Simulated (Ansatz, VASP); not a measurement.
SrLi2SnS4: VASP beside Ansatz

```xyz
8
Lattice="-3.3295 3.3295 3.9590 3.3295 -3.3295 3.9590 3.3295 3.3295 -3.9590" Properties=species:S:1:pos:R:3 pbc="T T T"
Li    3.3295    0.0000    1.9795
Li    0.0000    3.3295    1.9795
Sr    0.0000    0.0000    3.9590
Sn    0.0000    0.0000    0.0000
S     1.3757    1.3757   -1.3567
S    -1.9538    1.9538    5.3157
S     1.9538    1.9538    2.6023
S     1.9538   -1.9538    5.3157
```

Alike in both runs: task relaxation of cell and atoms; functional LDA; k mesh 6 × 6 × 6; occupations fermi-dirac, width 0.02 eV; no spin polarisation.

|  | VASP | Ansatz |
| --- | --- | --- |
| version | VASP 6.6.1 | Ansatz 0.2.0 |
| potentials or method | VASP PAW LDA potentials, release 64 (Li_sv, Sr_sv, Sn_d, S), cutoff 600 eV | PAW plane waves |
| valence electrons in the cell | 54 | 54 |

|  | VASP | Ansatz | Ansatz less VASP |
| --- | --- | --- | --- |
| gap on the k mesh at the Fermi level, each at its own relaxed structure (eV) | 2.34 | 2.32 | -0.027 |
| relaxed volume (Å³/atom) | 20.84 | 20.82 | -0.020 |
| relaxed length of the cell vector where the two differ most in proportion (Å) | 6.041 | 6.040 | -0.0013 |

Ansatz warns that its potentials were made for another functional, while VASP's fit it. LDA's correlation is that of Perdew and Zunger in VASP and of Perdew and Wang (1992) in Ansatz.

Noted on VASP's run: the cutoff is under 1.25 times that of the potentials, so the pressure is a little rough.
